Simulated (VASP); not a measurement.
# CdTe (F-43m) in VASP: a series of runs, part 2 of 4

VASP 6.6.1.

### Step 4. Relaxation of cell and atoms, PBE, target pressure 20 GPa, at which the enthalpy is minimised

INCAR reads:

```
SYSTEM = CdTe
ALGO = Normal
EDIFF = 1E-7
EDIFFG = -0.01
ENCUT = 500
GGA = PE
GGA_COMPAT = .FALSE.
IBRION = 2
ISIF = 3
ISMEAR = 0
LASPH = .TRUE.
LCHARG = .FALSE.
LREAL = .FALSE.
LWAVE = .FALSE.
NELM = 120
NELMIN = 4
NSW = 50
PREC = Accurate
PSTRESS = 200.0
SIGMA = 0.01
```

KPOINTS reads:

```
k-points
0
G
  6 6 6
  0 0 0
```

POSCAR reads:

```
CdTe
1.0
    0.0000000000      3.2050000000      3.2050000000
    3.2050000000      0.0000000000      3.2050000000
    3.2050000000      3.2050000000      0.0000000000
Cd Te
1 1
Direct
    0.0000000000      0.0000000000      0.0000000000
    0.7500000000      0.7500000000      0.7500000000
```

Potentials or basis: VASP PAW PBE potentials, release 64 (Cd, Te).

Launch:

```bash
$ cat potpaw_PBE.64/Cd/POTCAR potpaw_PBE.64/Te/POTCAR > POTCAR
$ mpirun -np 1 vasp_std > vasp.out
```

OUTCAR:

```text
SYSTEM = CdTe
   EDIFF = 1E-7
   EDIFFG = -0.01
   ENCUT = 500
   GGA = PE
   IBRION = 2
   ISIF = 3
   ISMEAR = 0
   LASPH = .TRUE.
   LREAL = .FALSE.
   NELM = 120
   NELMIN = 4
   NSW = 50
   PREC = Accurate
   PSTRESS = 200.0

 ion  position               nearest neighbor table
   1  0.000  0.000  0.000-   2 2.78   2 2.78   2 2.78   2 2.78
   2  0.750  0.750  0.750-   1 2.78   1 2.78   1 2.78   1 2.78

  LATTYP: Found a face centered cubic cell.
 ALAT       =     6.4100000000

  Lattice vectors:

 A1 = (   0.0000000000,   3.2050000000,   3.2050000000)
 A2 = (   3.2050000000,   0.0000000000,   3.2050000000)
 A3 = (   3.2050000000,   3.2050000000,   0.0000000000)

Analysis of symmetry for initial positions (statically):
=====================================================================
 Subroutine PRICEL returns:
 Original cell was already a primitive cell.

 Routine SETGRP: Setting up the symmetry group for a
 face centered cubic supercell.

 Subroutine GETGRP returns: Found 24 space group operations
 (whereof 24 operations were pure point group operations)
 out of a pool of 48 trial point group operations.

The static configuration has the point symmetry T_d .

Analysis of symmetry for dynamics (positions and initial velocities):
=====================================================================
 Subroutine PRICEL returns:
 Original cell was already a primitive cell.

 Routine SETGRP: Setting up the symmetry group for a
 face centered cubic supercell.

 Subroutine GETGRP returns: Found 24 space group operations
 (whereof 24 operations were pure point group operations)
 out of a pool of 48 trial point group operations.

The dynamic configuration has the point symmetry T_d .

 Subroutine INISYM returns: Found 24 space group operations
 (whereof 24 operations are pure point group operations),
 and found     1 'primitive' translations

----------------------------------------------------------------------------------------

                                     Primitive cell

[... 113 lines left out ...]
 non-spin polarized calculation
 Gauss-broadening in eV      SIGMA  =   0.01
  energy-cutoff  :      500.00
  volume of cell :       65.84
 maximum number of plane-waves:      1687
 NGX is ok and might be reduce to    36
   NGX = 17   NGY = 17   NGZ = 17

--------------------------------------- Ionic step        1  -------------------------------------------

 number of electron      17.9999995 magnetization

 Free energy of the ion-electron system (eV)
  ---------------------------------------------------
  ext. energy  EPLUGINS =         0.00000000
  ---------------------------------------------------
  free energy    TOTEN  =        -4.72106101 eV

  energy without entropy =       -4.72106101  energy(sigma->0) =       -4.72106101

------------------------ aborting loop because EDIFF is reached ----------------------------------------

  FORCE on cell =-STRESS in cart. coord.  units (eV):
  Direction    XX          YY          ZZ          XY          YZ          ZX
  --------------------------------------------------------------------------------------
  -------------------------------------------------------------------------------------
  Total        1.8116784      1.8116784      1.8116784     -0.0000000      0.0000000      0.0000000
  in kB       44.0836535     44.0836535     44.0836535     -0.0000000      0.0000000      0.0000000
  external PRESSURE =    -155.9163465 kB  Pullay stress =     200.0000000 kB
[... 25 lines left out ...]
--------------------------------------- Ionic step        2  -------------------------------------------

 number of electron      18.0000000 magnetization

 E-fermi :   9.4389     XC(G=0): -11.1990

 val. band max:        9.3700402053   @ k =   0.0000   0.0000   0.0000
 cond. band min:      10.2138791256   @ k =   0.5000   0.5000   0.0000
 fundamental gap:      0.8438389203
 Fermi energy:         9.4388655628

 k-point     1 :       0.0000    0.0000    0.0000
  band No.  band energies     occupation
      1      -6.7117      2.00000
      2      -2.7218      2.00000
      3      -2.7218      2.00000
      4      -2.7218      2.00000
      5      -1.8535      2.00000
      6      -1.8535      2.00000
      7       9.3700      2.00000
      8       9.3700      2.00000
      9       9.3700      2.00000
     10      11.6581      0.00000
     11      12.9470      0.00000
     12      12.9470      0.00000
     13      12.9470      0.00000
[... 351 lines left out ...]
--------------------------------------- Ionic step        5  -------------------------------------------

 number of electron      18.0000003 magnetization

 Free energy of the ion-electron system (eV)
  ---------------------------------------------------
  ext. energy  EPLUGINS =         0.00000000
  ---------------------------------------------------
  free energy    TOTEN  =        -3.94572987 eV

  energy without entropy =       -3.94572987  energy(sigma->0) =       -3.94572987

 E-fermi :   4.7324     XC(G=0):  -9.6047

 val. band max:        4.6885634634   @ k =   0.0000   0.0000   0.0000
 cond. band min:       6.1562915516   @ k =   0.0000   0.0000   0.0000
 fundamental gap:      1.4677280882
 Fermi energy:         4.7323966394

 k-point     1 :       0.0000    0.0000    0.0000
  band No.  band energies     occupation
      1      -8.0390      2.00000
      2      -4.6653      2.00000
      3      -4.6653      2.00000
      4      -4.6653      2.00000
      5      -4.2036      2.00000
      6      -4.2036      2.00000
      7       4.6886      2.00000
      8       4.6886      2.00000
      9       4.6886      2.00000
     10       6.1563      0.00000
     11       9.0304      0.00000
     12       9.0304      0.00000
     13       9.0304      0.00000
[... 271 lines left out ...]
  energy  without entropy=       -3.9457298653  energy(sigma->0) =       -3.94572987

  enthalpy is  TOTEN    =         2.8631044528 eV   P V=        6.8088343180

 reached required accuracy - stopping structural energy minimisation
```

Wall time 57 s (1 thread of Intel Xeon Platinum 8375C at 2.90GHz (Ice Lake), shared host); peak memory 0.22 GiB.

What came out:

```
Free energy                                                : -3.9457 eV
Relaxed volume                                             : 27.27 Å³/atom
Relaxed cell                                               : a = 4.257 Å, b = 4.257 Å, c = 4.257 Å, α = 60.00°, β = 60.00°, γ = 60.00°
Space group after relaxing (to 0.1 Å)                      : F-43m (No. 216)
Energy change on relaxing (the run minimises the enthalpy) : +387.7 meV/atom
Ionic steps                                                : 5
Pressure after relaxing                                    : 20.0 GPa
Band gap on the k mesh                                     : 1.47 eV
```

Step by step:
```
step  energy change (eV)  largest force (eV/Å)  pressure (GPa)  volume (Å³)
   1              0.0000                0.0000            4.41        65.84
   2              5.0534                0.0000           89.02        39.79
   3              0.6643                0.0000           18.07        55.48
   4              0.7407                0.0000           19.40        54.83
   5              0.7753                0.0000           20.00        54.54
```

Final structure:
```
Cd Te
1.0
     0.00000    3.01006    3.01006
     3.01006    0.00000    3.01006
     3.01006    3.01006    0.00000
Cd Te
1 1
Direct
  0.00000 0.00000 0.00000
  0.75000 0.75000 0.75000
```

Levels at points of the mesh, in eV from the valence-band top:
```tsv
k point	band 5	band 6	band 7	band 8	band 9	band 10	band 11	band 12	band 13
(0.00, 0.00, 0.00)	-8.89	-8.89	0.00	0.00	0.00	1.47	4.34	4.34	4.34
(0.50, 0.00, 0.00)	-8.88	-8.32	-5.92	-1.17	-1.17	2.00	5.00	5.00	6.95
(0.50, 0.50, 0.00)	-8.84	-8.10	-5.53	-2.77	-2.77	2.01	2.44	10.20	10.25
```

Caveat: the cell is relaxed towards a set pressure, so the run minimises the enthalpy, not the energy; the volume moved by over 15 % at a fixed basis, so the end points are rough; spin-orbit coupling is left out, which moves the levels of the heavy elements. Expect the measured gap to be larger: semilocal functionals such as PBE lack the derivative discontinuity.

[end of part 2 of 4]
